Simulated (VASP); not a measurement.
# K2S (fluorite type) (Fm-3m) in VASP: notebook

K2S (fluorite type) is run at these levels: PBE; tasks: electric field gradients.

Everything below comes from runs of VASP 6.6.1. Logs are shortened: lines on timing, memory, paths and dates and some standing lists are left out, and cuts for length are marked.

## (1) The cell of the first run

It takes space group Fm-3m (No. 225, cubic). Conventional cell: a = 7.609 Å, b = 7.609 Å, c = 7.609 Å, α = 90.00°, β = 90.00°, γ = 90.00°. Within 4.3 Å of S (site symmetry m-3m) lie 8 K at 3.29 Å. K (site symmetry -43m) has 4 S at 3.29 Å and 6 K at 3.80 Å within 4.3 Å.

## (2) Electric field gradients, PBE, collinear spin

INCAR

```
  ALGO = Normal
  EDIFF = 1E-8
  ENCUT = 400
  GGA = PE
  GGA_COMPAT = F
  ISIF = 2
  ISMEAR = -1
  ISPIN = 2
  LASPH = T
  LCHARG = F
  LEFG = T
  LORBIT = 11
  LREAL = F
  LWAVE = F
  MAGMOM = 0.2 0.2 0.2
  NBANDS = 23
  NELM = 200
  PREC = Accurate
  SIGMA = 0.03
```

KPOINTS

```
k-points
0
Gamma
  10 10 10
```

POSCAR

```
K2S
1.0
    0.0000000000      3.8045072023      3.8045072023
    3.8045072023      0.0000000000      3.8045072023
    3.8045072023      3.8045072023      0.0000000000
S K
1 2
Direct
    0.0000000000      0.0000000000      0.0000000000
    0.2500000000      0.2500000000      0.2500000000
    0.7500000000      0.7500000000      0.7500000000
```

Potentials or basis: VASP PAW PBE potentials, release 64 (S, K_sv).

Launch:

```console
> cat potpaw_PBE.64/S/POTCAR potpaw_PBE.64/K_sv/POTCAR > POTCAR
> mpirun -np 1 vasp_std > vasp.out
```

OUTCAR:

```text
EDIFF = 1E-8
   ENCUT = 400
   GGA = PE
   ISIF = 2
   ISMEAR = -1
   ISPIN = 2
   LASPH = T
   LORBIT = 11
   LREAL = F
   NELM = 200
   PREC = Accurate

 ion  position               nearest neighbor table
   1  0.000  0.000  0.000-   3 3.29   3 3.29   3 3.29   2 3.29   3 3.29   2 3.29   2 3.29   2 3.29

   2  0.250  0.250  0.250-   1 3.29   1 3.29   1 3.29   1 3.29   3 3.80   3 3.80   3 3.80   3 3.80
                             3 3.80   3 3.80
   3  0.750  0.750  0.750-   1 3.29   1 3.29   1 3.29   1 3.29   2 3.80   2 3.80   2 3.80   2 3.80
                             2 3.80   2 3.80

  LATTYP: Found a face centered cubic cell.
 ALAT       =     7.6090144046

  Lattice vectors:

 A1 = (   0.0000000000,   3.8045072023,   3.8045072023)
 A2 = (   3.8045072023,   0.0000000000,   3.8045072023)
 A3 = (   3.8045072023,   3.8045072023,   0.0000000000)

Analysis of symmetry for initial positions (statically):
=====================================================================
 Subroutine PRICEL returns:
 Original cell was already a primitive cell.

 Routine SETGRP: Setting up the symmetry group for a
 face centered cubic supercell.

 Subroutine GETGRP returns: Found 48 space group operations
 (whereof 48 operations were pure point group operations)
 out of a pool of 48 trial point group operations.

The static configuration has the point symmetry O_h .

Analysis of symmetry for dynamics (positions and initial velocities):
=====================================================================
 Subroutine PRICEL returns:
 Original cell was already a primitive cell.

 Routine SETGRP: Setting up the symmetry group for a
 face centered cubic supercell.

 Subroutine GETGRP returns: Found 48 space group operations
 (whereof 48 operations were pure point group operations)
 out of a pool of 48 trial point group operations.

The dynamic configuration has the point symmetry O_h .

Analysis of structural, dynamic, and magnetic symmetry:
=====================================================================
 Subroutine PRICEL returns:
 Original cell was already a primitive cell.

 Routine SETGRP: Setting up the symmetry group for a
 face centered cubic supercell.

 Subroutine GETGRP returns: Found 48 space group operations
 (whereof 48 operations were pure point group operations)
 out of a pool of 48 trial point group operations.

The overall configuration has the point symmetry O_h .

 Subroutine INISYM returns: Found 48 space group operations
 (whereof 48 operations are pure point group operations),
 and found     1 'primitive' translations

----------------------------------------------------------------------------------------

                                     Primitive cell

  volume of cell :     110.1350

  direct lattice vectors                    reciprocal lattice vectors
     0.000000000  3.804507202  3.804507202    -0.131423066  0.131423066  0.131423066
     3.804507202  0.000000000  3.804507202     0.131423066 -0.131423066  0.131423066
     3.804507202  3.804507202  0.000000000     0.131423066  0.131423066 -0.131423066

  length of vectors
     5.380385684  5.380385684  5.380385684     0.227631427  0.227631427  0.227631427

  position of ions in fractional coordinates (direct lattice)
     0.000000000  0.000000000  0.000000000
     0.250000000  0.250000000  0.250000000
     0.750000000  0.750000000  0.750000000

  ion indices of the primitive-cell ions
   primitive index   ion index
                 1           1
                 2           2
                 3           3

----------------------------------------------------------------------------------------

 KPOINTS: k-points

Automatic generation of k-mesh.
 Grid dimensions read from file:
 generate k-points for:   10   10   10

 Generating k-lattice:

  Cartesian coordinates                     Fractional coordinates (reciprocal lattice)
    -0.013142307  0.013142307  0.013142307     0.100000000  0.000000000  0.000000000
     0.013142307 -0.013142307  0.013142307     0.000000000  0.100000000  0.000000000
     0.013142307  0.013142307 -0.013142307     0.000000000  0.000000000  0.100000000

  Length of vectors
     0.022763143  0.022763143  0.022763143

  Shift w.r.t. Gamma in fractional coordinates (k-lattice)
     0.000000000  0.000000000  0.000000000

 Subroutine IBZKPT returns following result:
 ===========================================

 Found     47 irreducible k-points:

 Following reciprocal coordinates:
            Coordinates               Weight
  0.000000  0.000000  0.000000      1.000000
  0.100000  0.000000  0.000000      8.000000
  0.200000  0.000000  0.000000      8.000000
  0.300000  0.000000  0.000000      8.000000
  0.400000  0.000000  0.000000      8.000000
  0.500000  0.000000  0.000000      4.000000
[... 16 lines left out ...]
  0.300000  0.300000  0.000000      6.000000
  0.400000  0.300000  0.000000     24.000000
 [... further k-points ...]
   k-points           NKPTS =     47   k-points in BZ     NKDIM =     47   number of bands    NBANDS=     23
   number of dos      NEDOS =    301   number of ions     NIONS =      3
   total plane-waves  NPLWV =  46656
   dimension x,y,z NGX =    36 NGY =   36 NGZ =   36
   dimension x,y,z NGXF=    72 NGYF=   72 NGZF=   72
   ions per type =               1   2
   NGX,Y,Z   is equivalent  to a cutoff of  11.12, 11.12, 11.12 a.u.
   NGXF,Y,Z  is equivalent  to a cutoff of  22.25, 22.25, 22.25 a.u.
 SYSTEM =  unknown system
   PREC   = accura    normal or accurate (medium, high low for compatibility)
   ISTART =      0    job   : 0-new  1-cont  2-samecut
   ICHARG =      2    charge: 1-file 2-atom 10-const
   ISPIN  =      2    spin polarized calculation?
   LNONCOLLINEAR =      F non collinear calculations
   LSORBIT =      F    spin-orbit coupling
   LASPH  =      T    aspherical Exc in radial PAW
   ENCUT  =  400.0 eV  29.40 Ry    5.42 a.u.   8.77  8.77  8.77*2*pi/ulx,y,z
   NELM   =    200;   NELMIN=  2; NELMDL= -5     # of ELM steps
   EDIFF  = 0.1E-07   stopping-criterion for ELM
   LREAL  =      F    real-space projection
   EDIFFG = 0.1E-06   stopping-criterion for IOM
   NSW    =      0    number of steps for IOM
   IBRION =     -1    ionic relax: 0-MD 1-quasi-New 2-CG
   NFREE  =      0    steps in history (QN), initial steepest desc. (CG)
   ISIF   =      2    stress and relaxation
   ISYM   =      2    0-nonsym 1-usesym 2-fastsym
   POTIM  = 0.5000    time-step for ionic-motion
   TEBEG  =    0.0;   TEEND  =   0.0 temperature during run
   PSTRESS=    0.0 pullay stress
   NELECT =      24.0000    total number of electrons
   NUPDOWN=      -1.0000    fix difference up-down
   EMIN   =  10.00;   EMAX   =-10.00  energy-range for DOS
   EFERMI =   0.00;   METHOD = LEGACY
   ISMEAR =    -1;   SIGMA  =   0.03  broadening in eV -4-tet -1-fermi 0-gaus
   EFERMI_NEDOS =   21; number of points for ismear=-14 and -15
   IALGO  =     38    algorithm
   IMIX   =      4    mixing-type and parameters
     AMIX     =   0.40;   BMIX     =  1.00
     AMIX_MAG =   1.60;   BMIX_MAG =  1.00
  volume/ion in A,a.u.               =      36.71       247.74
  Fermi-wavevector in a.u.,A,eV,Ry     =   0.985153  1.861668 13.204803  0.970526
  Thomas-Fermi vector in A             =   2.116438
   LORBIT       =     11    0 simple, 1 ext, 2 COOP (PROOUT), +10 PAW based schemes
   GGA     = PE    functional components
   LHFCALC =     F    Hartree Fock is set to
   AEXX    =    0.0000 exact exchange contribution
   IVDW    =     0    specifies the selected vdW correction
   LEPSILON=     F    determine dielectric tensor
   LRPA    =     F    only Hartree local field effects (RPA)
 spin polarized calculation
  energy-cutoff  :      400.00
  volume of cell :      110.13
 maximum number of plane-waves:      2017
   NGX = 17   NGY = 17   NGZ = 17

 number of electron      24.0000002 magnetization       0.0000003

 number of electron      24.0000002 magnetization      -0.0000006

 Free energy of the ion-electron system (eV)
  ---------------------------------------------------
  ext. energy  EPLUGINS =         0.00000000
  ---------------------------------------------------
  free energy    TOTEN  =        -9.40374802 eV

  energy without entropy =       -9.40374802  energy(sigma->0) =       -9.40374802

 E-fermi :   0.1568     XC(G=0):  -7.0440

 val. band max:       -0.6016397949   @ k =   0.5000   0.5000   0.0000
 cond. band min:       1.5745976237   @ k =   0.0000   0.0000   0.0000
 fundamental gap:      2.1762374186
 Fermi energy:         0.1568379951

 spin component 1

 k-point     1 :       0.0000    0.0000    0.0000
  band No.  band energies     occupation
      1     -29.9866      1.00000
      2     -29.9274      1.00000
      3     -13.5554      1.00000
      4     -13.5554      1.00000
      5     -13.5554      1.00000
      6     -13.3667      1.00000
[... 15 lines left out ...]
     22       9.1638      0.00000
     23       9.1638      0.00000
[... 575 lines left out ...]
      1     -29.9692      1.00000
      2     -29.9434      1.00000
      3     -13.6313      1.00000
      4     -13.5864      1.00000
      5     -13.5858      1.00000
      6     -13.3669      1.00000
[... 15 lines left out ...]
     22       8.9296      0.00000
     23       9.2067      0.00000

 [... further k-points ...]

 spin component 2

 k-point     1 :       0.0000    0.0000    0.0000
  band No.  band energies     occupation
      1     -29.9866      1.00000
      2     -29.9274      1.00000
      3     -13.5554      1.00000
      4     -13.5554      1.00000
      5     -13.5554      1.00000
      6     -13.3667      1.00000
[... 15 lines left out ...]
     22       9.1637      0.00000
     23       9.1637      0.00000
[... 575 lines left out ...]
      1     -29.9692      1.00000
      2     -29.9434      1.00000
      3     -13.6313      1.00000
      4     -13.5864      1.00000
      5     -13.5858      1.00000
      6     -13.3669      1.00000
[... 15 lines left out ...]
     22       8.9296      0.00000
     23       9.2067      0.00000

 [... further k-points ...]
[... 5 lines left out ...]
  --------------------------------------------------------------------------------------
  -------------------------------------------------------------------------------------
  Total       -0.6236985     -0.6236985     -0.6236985      0.0000000      0.0000000      0.0000000
  in kB       -9.0731910     -9.0731910     -9.0731910      0.0000000      0.0000000      0.0000000
  external PRESSURE =      -9.0731910 kB  Pullay stress =       0.0000000 kB

 VOLUME and BASIS-vectors are now :
 -----------------------------------------------------------------------------
  energy-cutoff  :      400.00
  volume of cell :      110.13
      direct lattice vectors                 reciprocal lattice vectors
     0.000000000  3.804507202  3.804507202    -0.131423066  0.131423066  0.131423066
     3.804507202  0.000000000  3.804507202     0.131423066 -0.131423066  0.131423066
     3.804507202  3.804507202  0.000000000     0.131423066  0.131423066 -0.131423066

 POSITION                                       TOTAL-FORCE (eV/Angst)
 -----------------------------------------------------------------------------------
      0.00000      0.00000      0.00000        -0.000000     -0.000000     -0.000000
      1.90225      1.90225      1.90225         0.000000      0.000000     -0.000000
      5.70676      5.70676      5.70676        -0.000000     -0.000000      0.000000
 -----------------------------------------------------------------------------------
    total drift:                                0.000000      0.000000      0.000000

  FREE ENERGIE OF THE ION-ELECTRON SYSTEM (eV)
  ---------------------------------------------------
  free  energy   TOTEN  =        -9.4037480200 eV

  energy  without entropy=       -9.4037480200  energy(sigma->0) =       -9.40374802

 Electric field gradients (V/A^2)
---------------------------------------------------------------------
 ion       V_xx      V_yy      V_zz      V_xy      V_xz      V_yz
---------------------------------------------------------------------
   1      -0.000     0.000    -0.000    -0.000    -0.000    -0.000
   2      -0.000    -0.000     0.000     0.001     0.001     0.001
   3      -0.000    -0.000     0.000     0.001     0.001     0.001
---------------------------------------------------------------------

 Electric field gradients after diagonalization (V/A^2)
 (convention: |V_zz| > |V_xx| > |V_yy|)
----------------------------------------------------------------------
 ion       V_xx      V_yy      V_zz     asymmetry (V_yy - V_xx)/ V_zz
----------------------------------------------------------------------
   1       0.000     0.000    -0.001       0.000
   2      -0.001    -0.001     0.001       0.000
   3      -0.001    -0.001     0.001       0.000
----------------------------------------------------------------------

           NMR quadrupolar parameters

 Cq : quadrupolar parameter    Cq=e*Q*V_zz/h
 eta: asymmetry parameters     (V_yy - V_xx)/ V_zz
 Q  : nuclear electric quadrupole moment in mb (millibarn)
----------------------------------------------------------------------
 ion       Cq(MHz)       eta       Q (mb)
----------------------------------------------------------------------
   1      -0.000       0.000       1.000
   2       0.000       0.000       1.000
   3       0.000       0.000       1.000
----------------------------------------------------------------------

 total charge

# of ion       s       p       d       tot
------------------------------------------
    1        1.316   2.374   0.000   3.690
    2        1.964   5.572   0.029   7.565
    3        1.964   5.572   0.029   7.565
--------------------------------------------------
tot          5.244  13.518   0.058  18.820

 magnetization (x)

# of ion       s       p       d       tot
------------------------------------------
    1       -0.000  -0.000   0.000  -0.000
    2        0.000  -0.000   0.000  -0.000
    3        0.000  -0.000   0.000  -0.000
--------------------------------------------------
tot         -0.000  -0.000   0.000  -0.000
```

Run time: 3.3 min. Hardware: 1 thread of AMD EPYC 7R13 (Zen 3), shared host; peak memory 0.27 GiB.

What came out:

```
Free energy                                           : -9.4037 eV
Pressure                                              : -0.9 GPa
Band gap on the k mesh                                : 2.18 eV (least direct gap 2.30 eV)
Net moment                                            : 0.00 μB per cell
Largest electric field gradient by atom               : zero within the noise of the run
Valence electrons inside the program's atomic spheres : S 3.69; K 7.57
```

A k mesh can miss the band edges.

(Part 1 of 2 ends here.)
